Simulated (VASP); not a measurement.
Wanted: the native input for a VASP 6.6.1 run.

```yaml
Task: single point
Functional: PBE
Potentials_or_basis: VASP PAW PBE potentials, release 64 (In_d, O)
Cutoff: 520 eV
k_mesh: 6 × 6 × 6
Occupations: fermi-dirac, width 0.02 eV
Spin: no spin polarisation
Dipole_correction: no
Further_INCAR_settings: ALGO = Normal; EDIFF = 1e-07; NBANDS = 55
```

The structure of In2O3 lies in POSCAR:

```
In2O3
1.0
    2.6987446187      1.5581209321      4.9598958790
   -2.6987446187      1.5581209321      4.9598958790
    0.0000000000     -3.1162418642      4.9598958790
In O
4 6
Direct
    0.8552954004      0.8552954004      0.8552954004
    0.3552954004      0.3552954004      0.3552954004
    0.1447045996      0.1447045996      0.1447045996
    0.6447045996      0.6447045996      0.6447045996
    0.4527600118      0.0472399882      0.7500000000
    0.0472399882      0.7500000000      0.4527600118
    0.5472399882      0.9527600118      0.2500000000
    0.2500000000      0.5472399882      0.9527600118
    0.9527600118      0.2500000000      0.5472399882
    0.7500000000      0.4527600118      0.0472399882
```

This cell differs from its parent crystal: epitaxial xy strain -2.0%.

The input as run:

INCAR

```
SYSTEM = In2O3
PREC = Accurate
ENCUT = 520
EDIFF = 1E-7
ISMEAR = -1
SIGMA = 0.02
LREAL = .False.
LASPH = .True.
NELM = 60
ALGO = Normal
ISIF = 2
LWAVE = .False.
LCHARG = .True.
GGA = PE
LELF = .True.
LVHAR = .True.
NBANDS = 55
```

KPOINTS

```
regular mesh
0
Gamma
  6 6 6
  0 0 0
```

Potentials or basis: VASP PAW PBE potentials, release 64 (In_d, O).

The run is started by

```sh
$ cat potpaw_PBE.64/In_d/POTCAR potpaw_PBE.64/O/POTCAR > POTCAR
$ mpirun -np 1 vasp_std > vasp.out
```

It gave:

```
Pressure               : 11.5 GPa
Largest force          : 0.082 eV/Å
Band gap on the k mesh : 1.34 eV, direct
```

Caveat: the cell differs from its parent crystal (epitaxial xy strain -2.0%); spin-orbit coupling is left out, which moves the levels of the heavy elements.

Run time: 2.5 min on 1 thread of Intel(R) Xeon(R) 6975P-C (Granite Rapids), on a shared host, peak memory 0.39 GiB.
